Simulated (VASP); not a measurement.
Crystal: MnO2.

```
CELL_PARAMETERS angstrom
4.39830 0.00000 0.00000
0.00000 4.39830 0.00000
0.00000 0.00000 2.87300
ATOMIC_POSITIONS crystal
Mn 0.00000 0.00000 0.00000
Mn 0.50000 0.50000 0.50000
O 0.30515 0.30515 0.00000
O 0.19485 0.80515 0.50000
O 0.69485 0.69485 0.00000
O 0.80515 0.19485 0.50000
```

Base run:

```yaml
Program: VASP 6.6.1
Functional: PBE
Potentials_or_basis: VASP PAW PBE potentials, release 64 (Mn_pv, O)
Cutoff: 520 eV
k_mesh: 5 × 5 × 7
Occupations: fermi-dirac, width 0.02 eV
Spin: no spin polarisation
```

Its results: band gap on the k mesh zero (band 25 reaches 5.54 eV, above the bottom of band 26 at 4.80 eV); pressure -5.4 GPa; largest force 0.339 eV/Å.

Problem. The run is repeated on the same cell with these changes: occupations from fermi-dirac, width 0.02 eV to gaussian, width 0.3 eV. What comes out?

Solution. Band gap on the k mesh zero (band 25 reaches 5.54 eV, above the bottom of band 26 at 4.79 eV); pressure -4.7 GPa; largest force 0.282 eV/Å.

Caveats: the run has no spin polarisation, though such a crystal can be magnetic; semilocal functionals often make such compounds metallic where correlation or magnetic order opens a gap, which also shifts bond lengths.
